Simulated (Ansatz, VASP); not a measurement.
Two plane-wave programs on TlBr

Contents of INCAR:

```
SYSTEM = TlBr
PREC = Accurate
ENCUT = 500
EDIFF = 1E-6
ISMEAR = 0
SIGMA = 0.01
LREAL = .False.
LASPH = .True.
NELM = 120
ALGO = Normal
ISIF = 2
LWAVE = .False.
LCHARG = .True.
GGA = PE
LELF = .True.
LVHAR = .True.
NBANDS = 17
GGA_COMPAT = .False.
```

The input KPOINTS:

```
Automatic mesh
0
Gamma
  4 4 4
  0 0 0
```

POSCAR

```
TlBr
1.0
    3.9949064284      0.0000000000      0.0000000000
    0.0000000000      3.9949064284      0.0000000000
    0.0000000000      0.0000000000      3.9949064284
Tl Br
1 1
Direct
    0.0000000000      0.0000000000      0.0000000000
    0.5000000000      0.5000000000      0.5000000000
```

Input for Ansatz:

```yaml
crystal:
  lattice:
    - [3.9949064284, 0.0, 0.0]
    - [0.0, 3.9949064284, 0.0]
    - [0.0, 0.0, 3.9949064284]
  atoms:
    - { symbol: Tl, position: [0.0, 0.0, 0.0] }
    - { symbol: Br, position: [0.5, 0.5, 0.5] }
kpoints:
  mp_grid: { grid: [4, 4, 4] }
hamiltonian:
  xc: pbe
scf:
  occupations: { method: fixed }
  n_extra_bands: 4
output:
  forces: true
  stress: true
  eigenvalues: true
basis:
  xc_grid: 3
```

Alike in both runs: task single point; functional PBE; k mesh 4 × 4 × 4; no spin polarisation.

|  | VASP | Ansatz |
| --- | --- | --- |
| version | VASP 6.6.1 | Ansatz 0.2.0 |
| potentials or method | VASP PAW PBE potentials, release 64 (Tl_d, Br) | plane waves |
| plane-wave cutoff (eV) | 500 | 420 |
| occupations | gaussian, width 0.01 eV | fixed |
| valence electrons in the cell | 20 | 20 |

Ansatz gave:

```
gap on the k mesh at the Fermi level (eV) : 1.88
pressure (GPa)                            : 1.1
```

Problem. Estimate VASP's values.

Solution. gap on the k mesh at the Fermi level (eV): 1.88; pressure (GPa): 1.0.

Spin-orbit coupling is off throughout.
